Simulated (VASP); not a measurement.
# NiGe3 (Pm-3m) in VASP: further runs

The runs below take NiGe3 through single point, relaxation of cell and atoms, with PBE.

Program: VASP 6.6.1. These are calculated values, not measurements. Logs are shortened: lines on timing, memory, paths and dates and some standing lists are left out, and cuts for length are marked.

## Step 1: The cell of the first run

The structure is cubic, space group Pm-3m (No. 221). Conventional cell: a = 4.035 Å, b = 4.035 Å, c = 4.035 Å, α = 90.00°, β = 90.00°, γ = 90.00°. Within 3.8 Å of Ge (site symmetry 4/mmm) lie 8 Ge at 2.85 Å and 4 Ni at 2.85 Å. Ni (site symmetry m-3m) has 12 Ge at 2.85 Å within 3.8 Å.

## Step 2: Single point, PBE, collinear spin, ferromagnetic start

INCAR

```
PREC = Accurate ; ENCUT = 520
EDIFF = 1E-6 ; ISMEAR = 0
SIGMA = 0.1 ; LREAL = F
LASPH = T ; NELM = 150
ALGO = Normal ; ISIF = 2
LWAVE = F ; LCHARG = F
ISPIN = 2 ; MAGMOM = 0 0 0 2.5
LORBIT = 11 ; LMAXMIX = 4
GGA = PE ; NBANDS = 38
```

KPOINTS

```
regular mesh
0
Gamma
  10 10 10
```

POSCAR

```
NiGe3
1.0
    4.0351724960      0.0000000000      0.0000000000
    0.0000000000      4.0351724960      0.0000000000
    0.0000000000      0.0000000000      4.0351724960
Ge Ni
3 1
Direct
    0.0000000000      0.5000000000      0.5000000000
    0.5000000000      0.0000000000      0.5000000000
    0.5000000000      0.5000000000      0.0000000000
    0.0000000000      0.0000000000      0.0000000000
```

Potentials or basis: VASP PAW PBE potentials, release 64 (Ge_d, Ni).

The run is started by

```console
cat potpaw_PBE.64/Ge_d/POTCAR potpaw_PBE.64/Ni/POTCAR > POTCAR
mpirun -np 1 vasp_std > vasp.out
```

OUTCAR:

```text
PREC = Accurate
   ENCUT = 520
   EDIFF = 1E-6
   ISMEAR = 0
   LREAL = F
   LASPH = T
   NELM = 150
   ISIF = 2
   ISPIN = 2
   LORBIT = 11
   GGA = PE

 ion  position               nearest neighbor table
   1  0.000  0.500  0.500-   2 2.85   3 2.85   4 2.85   3 2.85   4 2.85   2 2.85   4 2.85   4 2.85
                             2 2.85   3 2.85   3 2.85   2 2.85
   2  0.500  0.000  0.500-   1 2.85   3 2.85   4 2.85   3 2.85   4 2.85   1 2.85   3 2.85   3 2.85
                             1 2.85   4 2.85   4 2.85   1 2.85
   3  0.500  0.500  0.000-   1 2.85   2 2.85   4 2.85   1 2.85   2 2.85   2 2.85   4 2.85   2 2.85
                             1 2.85   4 2.85   1 2.85   4 2.85
   4  0.000  0.000  0.000-   1 2.85   2 2.85   3 2.85   1 2.85   2 2.85   1 2.85   3 2.85   1 2.85
                             2 2.85   3 2.85   2 2.85   3 2.85

  LATTYP: Found a simple cubic cell.
 ALAT       =     4.0351724960

  Lattice vectors:

 A1 = (   4.0351724960,   0.0000000000,   0.0000000000)
 A2 = (   0.0000000000,   4.0351724960,   0.0000000000)
 A3 = (   0.0000000000,   0.0000000000,   4.0351724960)

Analysis of symmetry for initial positions (statically):
=====================================================================
 Subroutine PRICEL returns:
 Original cell was already a primitive cell.

 Routine SETGRP: Setting up the symmetry group for a
 simple cubic supercell.

 Subroutine GETGRP returns: Found 48 space group operations
 (whereof 48 operations were pure point group operations)
 out of a pool of 48 trial point group operations.

The static configuration has the point symmetry O_h .

Analysis of symmetry for dynamics (positions and initial velocities):
=====================================================================
 Subroutine PRICEL returns:
 Original cell was already a primitive cell.

 Routine SETGRP: Setting up the symmetry group for a
 simple cubic supercell.

 Subroutine GETGRP returns: Found 48 space group operations
 (whereof 48 operations were pure point group operations)
 out of a pool of 48 trial point group operations.

The dynamic configuration has the point symmetry O_h .

Analysis of structural, dynamic, and magnetic symmetry:
=====================================================================
 Subroutine PRICEL returns:
 Original cell was already a primitive cell.

 Routine SETGRP: Setting up the symmetry group for a
 simple cubic supercell.

 Subroutine GETGRP returns: Found 48 space group operations
 (whereof 48 operations were pure point group operations)
 out of a pool of 48 trial point group operations.

The overall configuration has the point symmetry O_h .

 Subroutine INISYM returns: Found 48 space group operations
 (whereof 48 operations are pure point group operations),
 and found     1 'primitive' translations

----------------------------------------------------------------------------------------

                                     Primitive cell

  volume of cell :      65.7032

  direct lattice vectors                    reciprocal lattice vectors
     4.035172496  0.000000000  0.000000000     0.247820880  0.000000000  0.000000000
     0.000000000  4.035172496  0.000000000     0.000000000  0.247820880  0.000000000
     0.000000000  0.000000000  4.035172496     0.000000000  0.000000000  0.247820880

  length of vectors
     4.035172496  4.035172496  4.035172496     0.247820880  0.247820880  0.247820880

  position of ions in fractional coordinates (direct lattice)
     0.000000000  0.500000000  0.500000000
     0.500000000  0.000000000  0.500000000
     0.500000000  0.500000000  0.000000000
     0.000000000  0.000000000  0.000000000

  ion indices of the primitive-cell ions
   primitive index   ion index
                 1           1
                 2           2
                 3           3
                 4           4

----------------------------------------------------------------------------------------

 KPOINTS: regular mesh

Automatic generation of k-mesh.
 Grid dimensions read from file:
 generate k-points for:   10   10   10

 Generating k-lattice:

  Cartesian coordinates                     Fractional coordinates (reciprocal lattice)
     0.024782088  0.000000000  0.000000000     0.100000000  0.000000000  0.000000000
     0.000000000  0.024782088  0.000000000     0.000000000  0.100000000  0.000000000
     0.000000000  0.000000000  0.024782088     0.000000000  0.000000000  0.100000000

  Length of vectors
     0.024782088  0.024782088  0.024782088

  Shift w.r.t. Gamma in fractional coordinates (k-lattice)
     0.000000000  0.000000000  0.000000000

 Subroutine IBZKPT returns following result:
 ===========================================

 Found     56 irreducible k-points:

 Following reciprocal coordinates:
            Coordinates               Weight
  0.000000  0.000000  0.000000      1.000000
  0.100000  0.000000  0.000000      6.000000
  0.200000  0.000000  0.000000      6.000000
  0.300000  0.000000  0.000000      6.000000
  0.400000  0.000000  0.000000      6.000000
  0.500000  0.000000  0.000000      3.000000
[... 16 lines left out ...]
  0.200000  0.100000  0.100000     24.000000
  0.300000  0.100000  0.100000     24.000000
 [... further k-points ...]
   k-points           NKPTS =     56   k-points in BZ     NKDIM =     56   number of bands    NBANDS=     38
   number of dos      NEDOS =    301   number of ions     NIONS =      4
   total plane-waves  NPLWV =  27000
   dimension x,y,z NGX =    30 NGY =   30 NGZ =   30
   dimension x,y,z NGXF=    60 NGYF=   60 NGZF=   60
   ions per type =               3   1
   NGX,Y,Z   is equivalent  to a cutoff of  12.36, 12.36, 12.36 a.u.
   NGXF,Y,Z  is equivalent  to a cutoff of  24.72, 24.72, 24.72 a.u.
 SYSTEM =  unknown system
   PREC   = accura    normal or accurate (medium, high low for compatibility)
   ISTART =      0    job   : 0-new  1-cont  2-samecut
   ICHARG =      2    charge: 1-file 2-atom 10-const
   ISPIN  =      2    spin polarized calculation?
   LNONCOLLINEAR =      F non collinear calculations
   LSORBIT =      F    spin-orbit coupling
   LASPH  =      T    aspherical Exc in radial PAW
   ENCUT  =  520.0 eV  38.22 Ry    6.18 a.u.   7.50  7.50  7.50*2*pi/ulx,y,z
   NELM   =    150;   NELMIN=  2; NELMDL= -5     # of ELM steps
   EDIFF  = 0.1E-05   stopping-criterion for ELM
   LREAL  =      F    real-space projection
   EDIFFG = 0.1E-04   stopping-criterion for IOM
   NSW    =      0    number of steps for IOM
   IBRION =     -1    ionic relax: 0-MD 1-quasi-New 2-CG
   NFREE  =      0    steps in history (QN), initial steepest desc. (CG)
   ISIF   =      2    stress and relaxation
   ISYM   =      2    0-nonsym 1-usesym 2-fastsym
   POTIM  = 0.5000    time-step for ionic-motion
   TEBEG  =    0.0;   TEEND  =   0.0 temperature during run
   PSTRESS=    0.0 pullay stress
   NELECT =      52.0000    total number of electrons
   NUPDOWN=      -1.0000    fix difference up-down
   EMIN   =  10.00;   EMAX   =-10.00  energy-range for DOS
   EFERMI =   0.00;   METHOD = LEGACY
   ISMEAR =     0;   SIGMA  =   0.10  broadening in eV -4-tet -1-fermi 0-gaus
   EFERMI_NEDOS =   21; number of points for ismear=-14 and -15
   IALGO  =     38    algorithm
   IMIX   =      4    mixing-type and parameters
     AMIX     =   0.40;   BMIX     =  1.00
     AMIX_MAG =   1.60;   BMIX_MAG =  1.00
  volume/ion in A,a.u.               =      16.43       110.85
  Fermi-wavevector in a.u.,A,eV,Ry     =   1.514307  2.861625 31.199856  2.293125
  Thomas-Fermi vector in A             =   2.623982
   LORBIT       =     11    0 simple, 1 ext, 2 COOP (PROOUT), +10 PAW based schemes
   GGA     = PE    functional components
   LHFCALC =     F    Hartree Fock is set to
   AEXX    =    0.0000 exact exchange contribution
   IVDW    =     0    specifies the selected vdW correction
   LEPSILON=     F    determine dielectric tensor
   LRPA    =     F    only Hartree local field effects (RPA)
 spin polarized calculation
 Gauss-broadening in eV      SIGMA  =   0.10
  energy-cutoff  :      520.00
  volume of cell :       65.70
 maximum number of plane-waves:      1800
   NGX = 15   NGY = 15   NGZ = 15

 number of electron      51.9999878 magnetization       0.0057133

 number of electron      51.9999878 magnetization      -0.0002931

 Free energy of the ion-electron system (eV)
  ---------------------------------------------------
  ext. energy  EPLUGINS =         0.00000000
  ---------------------------------------------------
  free energy    TOTEN  =       -17.95008424 eV

  energy without entropy =      -17.93545416  energy(sigma->0) =      -17.94276920

 E-fermi :   7.5678     XC(G=0): -11.7618

 val. band max:        7.5611287239   @ k =   0.3000   0.2000   0.0000
 cond. band min:       7.6003871465   @ k =   0.5000   0.4000   0.0000
 fundamental gap:      0.0392584227
 Fermi energy:         7.5678116876

 spin component 1

 k-point     1 :       0.0000    0.0000    0.0000
  band No.  band energies     occupation
      1     -17.2798      1.00000
      2     -17.2798      1.00000
      3     -17.2798      1.00000
      4     -17.2740      1.00000
      5     -17.1900      1.00000
      6     -17.1900      1.00000
[... 30 lines left out ...]
     37      16.4877      0.00000
     38      16.4877      0.00000
[... 941 lines left out ...]
     37      18.9251      0.00000
     38      19.0770      0.00000

 [... further k-points ...]

 spin component 2

 k-point     1 :       0.0000    0.0000    0.0000
  band No.  band energies     occupation
      1     -17.2798      1.00000
      2     -17.2798      1.00000
      3     -17.2798      1.00000
      4     -17.2740      1.00000
      5     -17.1900      1.00000
      6     -17.1900      1.00000
[... 30 lines left out ...]
     37      16.4878      0.00000
     38      16.4878      0.00000
[... 941 lines left out ...]
     37      18.9251      0.00000
     38      19.0770      0.00000

 [... further k-points ...]
[... 5 lines left out ...]
  --------------------------------------------------------------------------------------
  -------------------------------------------------------------------------------------
  Total        0.0408628      0.0408628      0.0408628      0.0000000      0.0000000     -0.0000000
  in kB        0.9964430      0.9964430      0.9964430      0.0000000      0.0000000     -0.0000000
  external PRESSURE =       0.9964430 kB  Pullay stress =       0.0000000 kB

 VOLUME and BASIS-vectors are now :
 -----------------------------------------------------------------------------
  energy-cutoff  :      520.00
  volume of cell :       65.70
      direct lattice vectors                 reciprocal lattice vectors
     4.035172496  0.000000000  0.000000000     0.247820880  0.000000000  0.000000000
     0.000000000  4.035172496  0.000000000     0.000000000  0.247820880  0.000000000
     0.000000000  0.000000000  4.035172496     0.000000000  0.000000000  0.247820880

 POSITION                                       TOTAL-FORCE (eV/Angst)
 -----------------------------------------------------------------------------------
      0.00000      2.01759      2.01759         0.000000      0.000000      0.000000
      2.01759      0.00000      2.01759         0.000000      0.000000      0.000000
      2.01759      2.01759      0.00000         0.000000      0.000000      0.000000
      0.00000      0.00000      0.00000         0.000000      0.000000      0.000000
 -----------------------------------------------------------------------------------
    total drift:                                0.000000      0.000000     -0.000000

  FREE ENERGIE OF THE ION-ELECTRON SYSTEM (eV)
  ---------------------------------------------------
  free  energy   TOTEN  =       -17.9500842377 eV

  energy  without entropy=      -17.9354541593  energy(sigma->0) =      -17.94276920

 total charge

# of ion       s       p       d       tot
------------------------------------------
    1        1.248   0.947  10.041  12.237
    2        1.248   0.947  10.041  12.237
    3        1.248   0.947  10.041  12.237
    4        0.367   0.257   8.441   9.065
--------------------------------------------------
tot          4.111   3.100  38.565  45.776

 magnetization (x)

# of ion       s       p       d       tot
------------------------------------------
    1       -0.000  -0.000   0.000  -0.000
    2       -0.000  -0.000   0.000  -0.000
    3       -0.000  -0.000   0.000  -0.000
    4        0.000   0.000  -0.000  -0.000
--------------------------------------------------
tot         -0.000  -0.000  -0.000  -0.000
```

Wall time 9.3 min (1 thread of AMD EPYC 7R13, shared host); peak memory 0.3 GiB.

Results:

* Free energy: -17.9501 eV
* Pressure: 0.1 GPa
* Band gap on the k mesh: zero (filled and empty bands overlap)
* Net moment: 0.00 μB per cell
* Valence electrons inside the program's atomic spheres: Ge 12.24; Ni 9.06

Levels at points of the mesh, in eV from the Fermi level:
Spin up:
```
           k point  band 22  band 23  band 24  band 25  band 26  band 27  band 28  band 29  band 30  band 31
(0.00, 0.00, 0.00)    -1.38    -1.38    -1.38    -0.77    -0.77     0.30     3.41     3.41     3.41     5.63
(0.50, 0.00, 0.00)    -1.35    -1.30    -0.47    -0.47    -0.06    -0.06     0.33     0.71     2.07     6.07
(0.50, 0.50, 0.00)    -1.26    -1.20    -1.19     0.06     0.09     1.14     1.14     1.98     1.98     4.48
(0.50, 0.50, 0.50)    -4.78    -1.14    -1.14    -1.03    -0.79    -0.79    -0.79     8.08     8.08     8.44
```
Spin down:
| k point | band 24 | band 25 | band 26 | band 27 | band 28 | band 29 |
| --- | --- | --- | --- | --- | --- | --- |
| (0.00, 0.00, 0.00) | -1.38 | -0.77 | -0.77 | 0.30 | 3.41 | 3.41 |
| (0.50, 0.00, 0.00) | -0.47 | -0.47 | -0.06 | -0.06 | 0.33 | 0.71 |
| (0.50, 0.50, 0.00) | -1.19 | 0.06 | 0.09 | 1.14 | 1.14 | 1.98 |
| (0.50, 0.50, 0.50) | -1.14 | -1.03 | -0.79 | -0.79 | -0.79 | 8.08 |

Caveat: the starting moments collapsed, and a magnetic state may lie lower.

## Step 3: Single point, PBE, collinear spin, ferromagnetic start

This run uses another cell than the first one, of 18.40 Å³/atom, 1.120 times its volume.

INCAR

```
SYSTEM = NiGe3
PREC     = Accurate       ! precision mode
ENCUT    = 520            ! plane-wave cutoff, eV
EDIFF    = 1E-6           ! SCF threshold, eV
ISMEAR   = 0              ! smearing method
SIGMA    = 0.1            ! smearing width, eV
LREAL    = .False.        ! projectors in reciprocal space
LASPH    = .True.         ! aspherical terms in the spheres
NELM     = 150            ! most SCF steps
ALGO     = Normal         ! electronic algorithm
ISIF     = 2              ! what is computed and relaxed
LWAVE    = .False.        ! write WAVECAR
LCHARG   = .False.        ! write CHGCAR
ISPIN    = 2              ! spin polarisation
MAGMOM   = 0 0 0 2.5      ! initial moments
LORBIT   = 11             ! projections on sites
LMAXMIX  = 4              ! l up to which the mixer works
GGA      = PE             ! functional
NBANDS   = 38             ! bands
```

KPOINTS

```
regular mesh
0
Gamma
  10 10 10
  0 0 0
```

POSCAR

```
NiGe3
1.0
    4.1905218763      0.0000000000      0.0000000000
    0.0000000000      4.1905218763      0.0000000000
    0.0000000000      0.0000000000      4.1905218763
Ge Ni
3 1
Direct
    0.0000000000      0.5000000000      0.5000000000
    0.5000000000      0.0000000000      0.5000000000
    0.5000000000      0.5000000000      0.0000000000
    0.0000000000      0.0000000000      0.0000000000
```

Potentials or basis: VASP PAW PBE potentials, release 64 (Ge_d, Ni).

The run is started by

```console
cat potpaw_PBE.64/Ge_d/POTCAR potpaw_PBE.64/Ni/POTCAR > POTCAR
mpirun -np 1 vasp_std > vasp.out
```

It took 2.5 min on 1 thread of Intel Xeon 6975P-C (Granite Rapids), shared host; peak memory 0.35 GiB.

Results (log left out):

| Item | Value |
| --- | --- |
| Free energy | -17.7557 eV |
| Pressure | -7.3 GPa |
| Band gap on the k mesh | zero (filled and empty bands overlap) |
| Net moment | 0.00 μB per cell |
| Valence electrons inside the program's atomic spheres | Ge 12.15; Ni 8.96 |

Levels at points of the mesh, in eV from the Fermi level:
Spin up:
```csv
k point,band 22,band 23,band 24,band 25,band 26,band 27,band 28,band 29,band 30,band 31
"(0.00, 0.00, 0.00)",-1.11,-1.11,-1.11,-0.73,-0.73,0.43,3.17,3.17,3.17,5.24
"(0.50, 0.00, 0.00)",-1.09,-1.08,-0.23,-0.23,-0.02,0.02,0.02,0.88,1.96,5.53
"(0.50, 0.50, 0.00)",-1.03,-0.96,-0.95,-0.15,0.22,0.96,0.96,1.86,1.86,4.48
"(0.50, 0.50, 0.50)",-4.14,-0.92,-0.92,-0.81,-0.67,-0.67,-0.67,7.24,7.24,7.55
```
Spin down:
| k point | band 23 | band 24 | band 25 | band 26 | band 27 | band 28 | band 29 | band 30 |
| --- | --- | --- | --- | --- | --- | --- | --- | --- |
| (0.00, 0.00, 0.00) | -1.11 | -1.11 | -0.73 | -0.73 | 0.43 | 3.17 | 3.17 | 3.17 |
| (0.50, 0.00, 0.00) | -1.08 | -0.23 | -0.23 | -0.02 | 0.02 | 0.02 | 0.88 | 1.96 |
| (0.50, 0.50, 0.00) | -0.96 | -0.95 | -0.15 | 0.22 | 0.96 | 0.96 | 1.86 | 1.86 |
| (0.50, 0.50, 0.50) | -0.92 | -0.92 | -0.81 | -0.67 | -0.67 | -0.67 | 7.24 | 7.24 |

Caveat: the starting moments collapsed, and a magnetic state may lie lower.

(Continued in part 2 of 3.)
